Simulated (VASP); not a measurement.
A run of VASP 6.6.1 is set up as follows.

Contents of INCAR:

```
PREC = Accurate
ENCUT = 520
EDIFF = 1E-6
ISMEAR = 1
SIGMA = 0.018
LREAL = False
LASPH = True
NELM = 80
ALGO = Normal
ISIF = 2
LWAVE = False
LCHARG = False
GGA = PE
NBANDS = 35
```

The input KPOINTS:

```
regular mesh
0
Gamma
  4 4 3
```

Contents of POSCAR:

```
NaMnS
1.0
    3.6853938049      0.0000000000      0.0000000000
    0.0000000000      3.6853938049      0.0000000000
    0.0000000000      0.0000000000      8.7537814887
Na S Mn
2 2 2
Direct
    0.0000000000      0.5000000000      0.6817098942
    0.5000000000      0.0000000000      0.3182901058
    0.0000000000      0.5000000000      0.1404056663
    0.5000000000      0.0000000000      0.8595943337
    0.0000000000      0.0000000000      0.0000000000
    0.5000000000      0.5000000000      0.0000000000
```

Potentials or basis: VASP PAW PBE potentials, release 64 (Na_pv, S, Mn_pv).

The run is started by

```sh
$ cat potpaw_PBE.64/Na_pv/POTCAR potpaw_PBE.64/S/POTCAR potpaw_PBE.64/Mn_pv/POTCAR > POTCAR
$ mpirun -np 1 vasp_std > vasp.out
```

Question: What does it give for the pressure?

Answer: 0.1 GPa.

Question: Estimate the largest force.

Answer: 0.016 eV/Å.

Question: Predict the band gap on the k mesh.

Answer: Zero (bands 26 and 27 overlap by 0.62 eV).

Forces in eV/Å, atoms in the order of the input:
```
Na   0.000  0.000 -0.003
Na   0.000  0.000  0.003
S    0.000  0.000  0.016
S    0.000  0.000 -0.016
Mn   0.000  0.000  0.000
Mn   0.000  0.000  0.000
```

Caveat: the k points lie up to 0.43 Å⁻¹ apart, too coarse for converged energies and pressures of a metal; the run has no spin polarisation, though such a crystal can be magnetic. With open d or f shells a metallic result of PBE can be an artefact of self-interaction; +U or a hybrid may open a gap.
